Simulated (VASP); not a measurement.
# Ti (P6/mmm) in VASP: a series of runs

The runs below take Ti through single point, with PBE.

Program: VASP 6.6.1. These are calculated values, not measurements. Logs are shortened: lines on timing, memory, paths and dates and some standing lists are left out, and cuts for length are marked.

## (1) The cell of the first run

It takes space group P6/mmm (No. 191, hexagonal). Conventional cell: a = 4.686 Å, b = 4.686 Å, c = 3.172 Å, α = 90.00°, β = 90.00°, γ = 120.00°. Ti (site symmetry 6/mmm) has 14 Ti at 3.14 to 3.17 Å within 4.1 Å. Ti (site symmetry -6m2) has 11 Ti at 2.71 to 3.17 Å within 3.6 Å.

This isn't the form of Ti at room conditions, which is hcp.

## (2) Single point, PBE

Contents of INCAR:

```
SYSTEM = Ti
PREC = Accurate
ENCUT = 520
EDIFF = 1E-7
ISMEAR = 0
SIGMA = 0.15
LREAL = .FALSE.
LASPH = .TRUE.
NELM = 100
ALGO = Fast
ISIF = 2
LWAVE = .FALSE.
LCHARG = .FALSE.
GGA = PE
NBANDS = 25
```

Contents of KPOINTS:

```
regular mesh
0
G
  12 12 14
  0 0 0
```

Contents of POSCAR:

```
Ti
1.0
    4.6859000000      0.0000000000      0.0000000000
   -2.3429500000      4.0581084396      0.0000000000
    0.0000000000      0.0000000000      3.1716000000
Ti
3
Direct
    0.0000000000      0.0000000000      0.0000000000
    0.3333333333      0.6666666667      0.5000000000
    0.6666666667      0.3333333333      0.5000000000
```

Potentials or basis: VASP PAW PBE potentials, release 64 (Ti_sv).

Run with:

```bash
$ cat potpaw_PBE.64/Ti_sv/POTCAR > POTCAR
$ mpirun -np 1 vasp_std > vasp.out
```

OUTCAR:

```text
SYSTEM = Ti
   PREC = Accurate
   ENCUT = 520
   EDIFF = 1E-7
   ISMEAR = 0
   LREAL = .FALSE.
   LASPH = .TRUE.
   NELM = 100
   ISIF = 2
   GGA = PE

 ion  position               nearest neighbor table
   1  0.000  0.000  0.000-
   2  0.333  0.667  0.500-   3 2.71   3 2.71   3 2.71
   3  0.667  0.333  0.500-   2 2.71   2 2.71   2 2.71

  LATTYP: Found a hexagonal cell.
 ALAT       =     4.6859000000
 C/A-ratio  =     0.6768390277

  Lattice vectors:

 A1 = (   4.6859000000,   0.0000000000,   0.0000000000)
 A2 = (  -2.3429500000,   4.0581084396,   0.0000000000)
 A3 = (   0.0000000000,   0.0000000000,   3.1716000000)

Analysis of symmetry for initial positions (statically):
=====================================================================
 Subroutine PRICEL returns:
 Original cell was already a primitive cell.

 Routine SETGRP: Setting up the symmetry group for a
 hexagonal supercell.

 Subroutine GETGRP returns: Found 24 space group operations
 (whereof 24 operations were pure point group operations)
 out of a pool of 24 trial point group operations.

The static configuration has the point symmetry D_6h.

Analysis of symmetry for dynamics (positions and initial velocities):
=====================================================================
 Subroutine PRICEL returns:
 Original cell was already a primitive cell.

 Routine SETGRP: Setting up the symmetry group for a
 hexagonal supercell.

 Subroutine GETGRP returns: Found 24 space group operations
 (whereof 24 operations were pure point group operations)
 out of a pool of 24 trial point group operations.

The dynamic configuration has the point symmetry D_6h.

 Subroutine INISYM returns: Found 24 space group operations
 (whereof 24 operations are pure point group operations),
 and found     1 'primitive' translations

----------------------------------------------------------------------------------------

                                     Primitive cell

  volume of cell :      60.3108

  direct lattice vectors                    reciprocal lattice vectors
     4.685900000  0.000000000  0.000000000     0.213406176  0.123210113  0.000000000
    -2.342950000  4.058108440  0.000000000     0.000000000  0.246420226  0.000000000
     0.000000000  0.000000000  3.171600000     0.000000000  0.000000000  0.315298272

  length of vectors
     4.685900000  4.685900000  3.171600000     0.246420226  0.246420226  0.315298272

  position of ions in fractional coordinates (direct lattice)
     0.000000000  0.000000000  0.000000000
     0.333333333  0.666666667  0.500000000
     0.666666667  0.333333333  0.500000000

  ion indices of the primitive-cell ions
   primitive index   ion index
                 1           1
                 2           2
                 3           3

----------------------------------------------------------------------------------------

 KPOINTS: regular mesh

Automatic generation of k-mesh.
 Grid dimensions read from file:
 generate k-points for:   12   12   14

 Generating k-lattice:

  Cartesian coordinates                     Fractional coordinates (reciprocal lattice)
     0.017783848  0.010267509  0.000000000     0.083333333  0.000000000  0.000000000
     0.000000000  0.020535019  0.000000000     0.000000000  0.083333333  0.000000000
     0.000000000  0.000000000  0.022521305     0.000000000  0.000000000  0.071428571

  Length of vectors
     0.020535019  0.020535019  0.022521305

  Shift w.r.t. Gamma in fractional coordinates (k-lattice)
     0.000000000  0.000000000  0.000000000

 Subroutine IBZKPT returns following result:
 ===========================================

 Found    152 irreducible k-points:

 Following reciprocal coordinates:
            Coordinates               Weight
  0.000000  0.000000  0.000000      1.000000
  0.083333  0.000000  0.000000      6.000000
  0.166667  0.000000  0.000000      6.000000
  0.250000  0.000000  0.000000      6.000000
  0.333333  0.000000  0.000000      6.000000
  0.416667  0.000000  0.000000      6.000000
[... 16 lines left out ...]
  0.250000  0.000000  0.071429     12.000000
  0.333333  0.000000  0.071429     12.000000
 [... further k-points ...]
   k-points           NKPTS =    152   k-points in BZ     NKDIM =    152   number of bands    NBANDS=     25
   number of dos      NEDOS =    301   number of ions     NIONS =      3
   total plane-waves  NPLWV =  31104
   dimension x,y,z NGX =    36 NGY =   36 NGZ =   24
   dimension x,y,z NGXF=    72 NGYF=   72 NGZF=   48
   ions per type =               3
   NGX,Y,Z   is equivalent  to a cutoff of  12.77, 12.77, 12.58 a.u.
   NGXF,Y,Z  is equivalent  to a cutoff of  25.54, 25.54, 25.16 a.u.
 SYSTEM =  Ti
   PREC   = accura    normal or accurate (medium, high low for compatibility)
   ISTART =      0    job   : 0-new  1-cont  2-samecut
   ICHARG =      2    charge: 1-file 2-atom 10-const
   ISPIN  =      1    spin polarized calculation?
[... 31 lines left out ...]
   LHFCALC =     F    Hartree Fock is set to
   AEXX    =    0.0000 exact exchange contribution
   IVDW    =     0    specifies the selected vdW correction
   LEPSILON=     F    determine dielectric tensor
   LRPA    =     F    only Hartree local field effects (RPA)
 non-spin polarized calculation
 RMM-DIIS sequential band-by-band and
 Gauss-broadening in eV      SIGMA  =   0.15
  energy-cutoff  :      520.00
  volume of cell :       60.31
 maximum number of plane-waves:      1644
 NGX is ok and might be reduce to    36
   NGX = 17   NGY = 17   NGZ = 11

 number of electron      36.0000001 magnetization

 Free energy of the ion-electron system (eV)
  ---------------------------------------------------
  ext. energy  EPLUGINS =         0.00000000
  ---------------------------------------------------
  free energy    TOTEN  =       -22.97788884 eV

  energy without entropy =      -22.93413128  energy(sigma->0) =      -22.95601006

 E-fermi :   6.8166     XC(G=0): -10.8130

 val. band max:        6.8091111969   @ k =   0.5000   0.0000   0.1429
 cond. band min:       6.8219798911   @ k =   0.3333   0.1667   0.4286
 fundamental gap:      0.0128686942
 Fermi energy:         6.8165648273

 k-point     1 :       0.0000    0.0000    0.0000
  band No.  band energies     occupation
      1     -50.4556      2.00000
      2     -50.1127      2.00000
      3     -49.9810      2.00000
      4     -26.7262      2.00000
      5     -26.7262      2.00000
      6     -26.5024      2.00000
[... 17 lines left out ...]
     24       8.0243      0.00000
     25       8.0263      0.00000

 k-point     2 :       0.0833    0.0000    0.0000
  band No.  band energies     occupation
      1     -50.4554      2.00000
      2     -50.1109      2.00000
      3     -49.9831      2.00000
      4     -26.7303      2.00000
      5     -26.7290      2.00000
      6     -26.4996      2.00000
[... 17 lines left out ...]
     24       8.0066      0.00000
     25       8.2421      0.00000

 k-point     3 :       0.1667    0.0000    0.0000
  band No.  band energies     occupation
      1     -50.4548      2.00000
      2     -50.1056      2.00000
      3     -49.9891      2.00000
      4     -26.7409      2.00000
      5     -26.7334      2.00000
      6     -26.4937      2.00000
[... 17 lines left out ...]
     24       8.1778      0.00000
     25       8.4825      0.00000

 k-point     4 :       0.2500    0.0000    0.0000
  band No.  band energies     occupation
      1     -50.4541      2.00000
      2     -50.0972      2.00000
      3     -49.9983      2.00000
      4     -26.7543      2.00000
      5     -26.7337      2.00000
      6     -26.4894      2.00000
[... 17 lines left out ...]
     24       8.4036      0.00000
     25       8.7273      0.00000
[... 477 lines left out ...]
 k-point    22 :       0.1667    0.0000    0.0714
  band No.  band energies     occupation
      1     -50.4540      2.00000
      2     -50.1050      2.00000
      3     -49.9884      2.00000
      4     -26.7387      2.00000
      5     -26.7319      2.00000
      6     -26.5007      2.00000
[... 17 lines left out ...]
     24       8.1470      0.00000
     25       8.5878      0.00000

 k-point    23 :       0.2500    0.0000    0.0714
  band No.  band energies     occupation
      1     -50.4533      2.00000
      2     -50.0966      2.00000
      3     -49.9977      2.00000
      4     -26.7516      2.00000
      5     -26.7326      2.00000
      6     -26.4976      2.00000
[... 17 lines left out ...]
     24       8.3706      0.00000
     25       8.8774      0.00000

 k-point    24 :       0.3333    0.0000    0.0714
  band No.  band energies     occupation
      1     -50.4527      2.00000
      2     -50.0861      2.00000
      3     -50.0091      2.00000
      4     -26.7637      2.00000
      5     -26.7278      2.00000
      6     -26.4953      2.00000
[... 17 lines left out ...]
     24       8.6217      0.00000
     25       8.7202      0.00000

 [... further k-points ...]

------------------------ aborting loop because EDIFF is reached ----------------------------------------

  FORCE on cell =-STRESS in cart. coord.  units (eV):
  Direction    XX          YY          ZZ          XY          YZ          ZX
  --------------------------------------------------------------------------------------
  -------------------------------------------------------------------------------------
  Total       -3.4703810     -3.4703810     -7.6802790      0.0000000     -0.0000000      0.0000000
  in kB      -92.1918786    -92.1918786   -204.0292831      0.0000000     -0.0000000      0.0000000
  external PRESSURE =    -129.4710135 kB  Pullay stress =       0.0000000 kB

 VOLUME and BASIS-vectors are now :
 -----------------------------------------------------------------------------
  energy-cutoff  :      520.00
  volume of cell :       60.31
      direct lattice vectors                 reciprocal lattice vectors
     4.685900000  0.000000000  0.000000000     0.213406176  0.123210113  0.000000000
    -2.342950000  4.058108440  0.000000000     0.000000000  0.246420226  0.000000000
     0.000000000  0.000000000  3.171600000     0.000000000  0.000000000  0.315298272

 POSITION                                       TOTAL-FORCE (eV/Angst)
 -----------------------------------------------------------------------------------
      0.00000      0.00000      0.00000         0.000000      0.000000     -0.000000
     -0.00000      2.70541      1.58580         0.000000     -0.000000      0.000000
      2.34295      1.35270      1.58580        -0.000000      0.000000     -0.000000
 -----------------------------------------------------------------------------------
    total drift:                                0.000000      0.000000     -0.000000

  FREE ENERGIE OF THE ION-ELECTRON SYSTEM (eV)
  ---------------------------------------------------
  free  energy   TOTEN  =       -22.9778888358 eV

  energy  without entropy=      -22.9341312765  energy(sigma->0) =      -22.95601006
```

Wall time 10 min (1 thread of AMD EPYC 9R45 (Zen 5), shared host); peak memory 0.27 GiB.

What came out:

```
Free energy            : -22.9779 eV
Pressure               : -12.9 GPa
Band gap on the k mesh : zero (bands 18 and 19 overlap by 0.49 eV)
```

Stress tensor (GPa, compression positive):
```
 -9.22   0.00   0.00
  0.00  -9.22   0.00
  0.00   0.00 -20.40
```

Caveat: the cell stands under tension.

## (3) Single point, PBE

This run uses another cell than the first one, of 20.28 Å³/atom.

Contents of INCAR:

```
SYSTEM = Ti
PREC = Accurate ; ENCUT = 520
EDIFF = 1E-6 ; ISMEAR = 0
SIGMA = 0.15 ; LREAL = .False.
LASPH = .True. ; NELM = 80
ALGO = Fast ; ISIF = 2
LWAVE = .False. ; LCHARG = .True.
GGA = PE ; LELF = .True.
LVHAR = .True. ; NBANDS = 25
```

Contents of KPOINTS:

```
regular mesh
0
Gamma
  12 12 14
  0 0 0
```

Contents of POSCAR:

```
Ti
1.0
    4.7928000000      0.0000000000      0.0000000000
   -2.3964000000      4.1506865553      0.0000000000
    0.0000000000      0.0000000000      3.0583000000
Ti
3
Direct
    0.0000000000      0.0000000000      0.0000000000
    0.3333333333      0.6666666667      0.5000000000
    0.6666666667      0.3333333333      0.5000000000
```

Potentials or basis: VASP PAW PBE potentials, release 64 (Ti_sv).

Run with:

```bash
$ cat potpaw_PBE.64/Ti_sv/POTCAR > POTCAR
$ mpirun -np 1 vasp_std > vasp.out
```

Run time: 6.9 min. Hardware: 1 thread of AMD EPYC 9R45 (Zen 5), shared host; peak memory 0.27 GiB.

The run converged. Its results:

* Free energy: -23.0514 eV
* Pressure: -13.8 GPa
* Band gap on the k mesh: zero (bands 18 and 19 overlap by 0.28 eV)

Stress tensor (GPa, compression positive):
```
-12.33   0.00   0.00
  0.00 -12.33   0.00
  0.00   0.00 -16.77
```

Levels at points of the mesh, in eV from the Fermi level:
| k point | band 15 | band 16 | band 17 | band 18 | band 19 | band 20 | band 21 | band 22 |
| --- | --- | --- | --- | --- | --- | --- | --- | --- |
| (0.00, 0.00, 0.00) | -0.63 | -0.63 | -0.51 | -0.51 | 0.08 | 0.70 | 1.09 | 1.09 |
| (0.50, 0.00, 0.00) | -2.21 | -0.28 | -0.21 | -0.20 | 0.14 | 0.56 | 0.69 | 0.82 |
| (0.00, 0.00, 0.50) | -1.59 | -1.59 | -1.28 | -1.28 | 0.95 | 0.95 | 1.00 | 1.00 |
| (0.50, 0.00, 0.50) | -1.28 | -0.88 | -0.67 | -0.64 | 0.37 | 0.46 | 0.63 | 0.77 |

Caveat: the cell stands under tension.

## (4) Single point, PBE

This run uses another cell than the first one, of 20.37 Å³/atom.

Contents of INCAR:

```
PREC     = Accurate       # precision mode
ENCUT    = 520            # plane-wave cutoff, eV
EDIFF    = 1E-6           # SCF threshold, eV
ISMEAR   = 0              # smearing method
SIGMA    = 0.15           # smearing width, eV
LREAL    = F              # projectors in reciprocal space
LASPH    = T              # aspherical terms in the spheres
NELM     = 100            # most SCF steps
ALGO     = Fast           # electronic algorithm
ISIF     = 2              # what is computed and relaxed
LWAVE    = F              # write WAVECAR
LCHARG   = F              # write CHGCAR
GGA      = PE             # functional
NBANDS   = 25             # bands
```

Contents of KPOINTS:

```
regular mesh
0
Gamma
  12 12 14
```

Contents of POSCAR:

```
Ti
1.0
    4.7165000000      0.0000000000      0.0000000000
   -2.3582500000      4.0846088169      0.0000000000
    0.0000000000      0.0000000000      3.1716000000
Ti
3
Direct
    0.0000000000      0.0000000000      0.0000000000
    0.3333333333      0.6666666667      0.5000000000
    0.6666666667      0.3333333333      0.5000000000
```

Run with:

```bash
$ cat potpaw_PBE.64/Ti_sv/POTCAR > POTCAR
$ mpirun -np 1 vasp_std > vasp.out
```

Wall time 6.6 min (1 thread of AMD EPYC 9R45 (Zen 5), shared host); peak memory 0.27 GiB.

The run converged. Its results:

| Quantity | Value |
| --- | --- |
| Free energy | -22.9300 eV |
| Pressure | -13.7 GPa |
| Band gap on the k mesh | zero (bands 18 and 19 overlap by 0.46 eV) |

Stress tensor (GPa, compression positive):
```
-10.29   0.00   0.00
  0.00 -10.29   0.00
  0.00   0.00 -20.53
```

Levels at points of the mesh, in eV from the Fermi level:
```csv
k point,band 15,band 16,band 17,band 18,band 19,band 20,band 21,band 22
"(0.00, 0.00, 0.00)",-0.58,-0.58,-0.46,-0.46,0.32,0.90,1.10,1.10
"(0.50, 0.00, 0.00)",-2.19,-0.30,-0.16,-0.12,0.22,0.37,0.71,1.02
"(0.00, 0.00, 0.50)",-1.59,-1.59,-1.31,-1.31,0.88,0.88,1.12,1.12
"(0.50, 0.00, 0.50)",-1.24,-0.89,-0.84,-0.75,0.34,0.38,0.56,0.71
```

Caveat: the cell stands under tension.

## (5) Single point, PBE

This run uses another cell than the first one, of 20.41 Å³/atom.

Contents of INCAR:

```
SYSTEM = Ti
PREC = Accurate
ENCUT = 520
EDIFF = 1E-6
ISMEAR = 0
SIGMA = 0.15
LREAL = .False.
LASPH = .True.
NELM = 100
ALGO = Fast
ISIF = 2
LWAVE = .False.
LCHARG = .True.
GGA = PE
LELF = .True.
LVHAR = .True.
NBANDS = 25
```

Contents of KPOINTS:

```
Automatic mesh
0
Gamma
  12 12 14
  0 0 0
```

Contents of POSCAR:

```
Ti
1.0
    4.8996000000      0.0000000000      0.0000000000
   -2.4498000000      4.2431780684      0.0000000000
    0.0000000000      0.0000000000      2.9450000000
Ti
3
Direct
    0.0000000000      0.0000000000      0.0000000000
    0.3333333333      0.6666666667      0.5000000000
    0.6666666667      0.3333333333      0.5000000000
```

Run with:

```bash
$ cat potpaw_PBE.64/Ti_sv/POTCAR > POTCAR
$ mpirun -np 1 vasp_std > vasp.out
```

Wall time 6.8 min (1 thread of AMD EPYC 9R45 (Zen 5), shared host); peak memory 0.27 GiB.

The run converged. Its results:

| Quantity | Value |
| --- | --- |
| Free energy | -23.0270 eV |
| Pressure | -14.1 GPa |
| Band gap on the k mesh | zero (bands 18 and 19 overlap by 0.28 eV) |

Stress tensor (GPa, compression positive):
```
-15.22   0.00   0.00
  0.00 -15.22   0.00
  0.00   0.00 -11.89
```

Levels at points of the mesh, in eV from the Fermi level:
```tsv
k point	band 14	band 15	band 16	band 17	band 18	band 19	band 20	band 21	band 22	band 23
(0.00, 0.00, 0.00)	-1.49	-0.64	-0.64	-0.54	-0.54	-0.18	0.47	1.08	1.08	1.65
(0.50, 0.00, 0.00)	-3.45	-2.18	-0.29	-0.27	-0.23	0.09	0.37	0.62	1.10	1.73
(0.00, 0.00, 0.50)	-1.53	-1.53	-1.53	-1.21	-1.21	0.87	0.87	1.06	1.06	2.35
(0.50, 0.00, 0.50)	-1.77	-1.27	-0.83	-0.55	-0.37	0.38	0.63	0.76	0.87	1.81
```

Caveat: the cell stands under tension.

## (6) Single point, PBE

This run uses another cell than the first one, of 21.03 Å³/atom.

Contents of INCAR:

```
SYSTEM = Ti
PREC = Accurate
ENCUT = 520
EDIFF = 1E-6
ISMEAR = 0
SIGMA = 0.15
LREAL = .FALSE.
LASPH = .TRUE.
NELM = 100
ALGO = Fast
ISIF = 2
LWAVE = .FALSE.
LCHARG = .FALSE.
GGA = PE
NBANDS = 25
```

Contents of KPOINTS:

```
regular mesh
0
G
  12 12 14
  0 0 0
```

Contents of POSCAR:

```
Ti
1.0
    4.7928000000      0.0000000000      0.0000000000
   -2.3964000000      4.1506865553      0.0000000000
    0.0000000000      0.0000000000      3.1716000000
Ti
3
Direct
    0.0000000000      0.0000000000      0.0000000000
    0.3333333333      0.6666666667      0.5000000000
    0.6666666667      0.3333333333      0.5000000000
```

Potentials or basis: VASP PAW PBE potentials, release 64 (Ti_sv).

Run with:

```bash
$ cat potpaw_PBE.64/Ti_sv/POTCAR > POTCAR
$ mpirun -np 1 vasp_std > vasp.out
```

It took 7.6 min on 1 thread of AMD EPYC 9R45 (Zen 5), shared host; peak memory 0.27 GiB.

Results (log left out):

- Free energy: -22.7869 eV
- Pressure: -15.3 GPa
- Band gap on the k mesh: zero (bands 18 and 19 overlap by 0.39 eV)

Stress tensor (GPa, compression positive):
```
-12.67   0.00   0.00
  0.00 -12.67   0.00
  0.00   0.00 -20.68
```

Levels at points of the mesh, in eV from the Fermi level:
```csv
k point,band 15,band 16,band 17,band 18,band 19,band 20,band 21,band 22
"(0.00, 0.00, 0.00)",-0.59,-0.59,-0.46,-0.46,0.23,0.81,1.06,1.06
"(0.50, 0.00, 0.00)",-2.12,-0.27,-0.16,-0.13,0.19,0.45,0.64,0.89
"(0.00, 0.00, 0.50)",-1.51,-1.51,-1.24,-1.24,0.86,0.86,1.05,1.05
"(0.50, 0.00, 0.50)",-1.19,-0.84,-0.75,-0.71,0.32,0.37,0.55,0.69
```

Caveat: the cell stands under tension.

## (7) Summary

| cell | further INCAR settings | gap on the mesh (eV) | pressure (GPa) |
| --- | --- | --- | --- |
| a = 4.686, b = 4.686, c = 3.172 Å, angles 90.0, 90.0, 120.0°, 3 atoms | ALGO = Fast; EDIFF = 1e-07; NBANDS = 25 | none | -12.9 |
| a = 4.793, b = 4.793, c = 3.058 Å, angles 90.0, 90.0, 120.0°, 3 atoms | ALGO = Fast; EDIFF = 1e-06; NBANDS = 25 | none | -13.8 |
| a = 4.716, b = 4.716, c = 3.172 Å, angles 90.0, 90.0, 120.0°, 3 atoms | ALGO = Fast; EDIFF = 1e-06; NBANDS = 25 | none | -13.7 |
| a = 4.900, b = 4.900, c = 2.945 Å, angles 90.0, 90.0, 120.0°, 3 atoms | ALGO = Fast; EDIFF = 1e-06; NBANDS = 25 | none | -14.1 |
| a = 4.793, b = 4.793, c = 3.172 Å, angles 90.0, 90.0, 120.0°, 3 atoms | ALGO = Fast; EDIFF = 1e-06; NBANDS = 25 | none | -15.3 |

Alike in all rows: task single point; level PBE; potentials or basis VASP PAW PBE potentials, release 64 (Ti_sv); no spin polarisation; k mesh 12 × 12 × 14; cutoff (eV) 520; smearing gaussian 0.15 eV.

Caveats: the cell stands under tension.

Total energies depend on the potentials used, so only differences within one code and one set of settings carry meaning.
